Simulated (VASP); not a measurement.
A run of VASP 6.6.1 is set up as follows.

INCAR

```
ALGO = Normal ; EDIFF = 1E-6
EDIFFG = -0.01 ; ENCUT = 600
GGA = PS ; IBRION = 2
ISIF = 4 ; ISMEAR = 0
LASPH = True ; LCHARG = False
LREAL = False ; LWAVE = False
NELM = 100 ; NSW = 60
PREC = Accurate ; SIGMA = 0.05
```

KPOINTS

```
k-points
0
Gamma
  16 16 10
```

The input POSCAR:

```
Mg
1.0
    3.0898934931      0.0000000000      0.0000000000
   -1.5449467465      2.6759262600      0.0000000000
    0.0000000000      0.0000000000      5.0095613264
Mg
2
Direct
    0.3333333333      0.6666666667      0.2500000000
    0.6666666667      0.3333333333      0.7500000000
```

Potentials or basis: VASP PAW PBE potentials, release 64 (Mg).

The run is started by

```sh
$ cat potpaw_PBE.64/Mg/POTCAR > POTCAR
$ mpirun -np 1 vasp_std > vasp.out
```

Problem. Estimate the band gap on the k mesh.

Solution. Zero (band 2 reaches 4.17 eV, above the bottom of band 3 at 1.93 eV).

Final structure:
```
Mg
1.0
     3.08989    0.00000    0.00000
    -1.54495    2.67593    0.00000
     0.00000    0.00000    5.00956
Mg
2
Direct
  0.33333 0.66667 0.25000
  0.66667 0.33333 0.75000
```

Caveat: the relaxation stopped at its first step, so nothing moved.
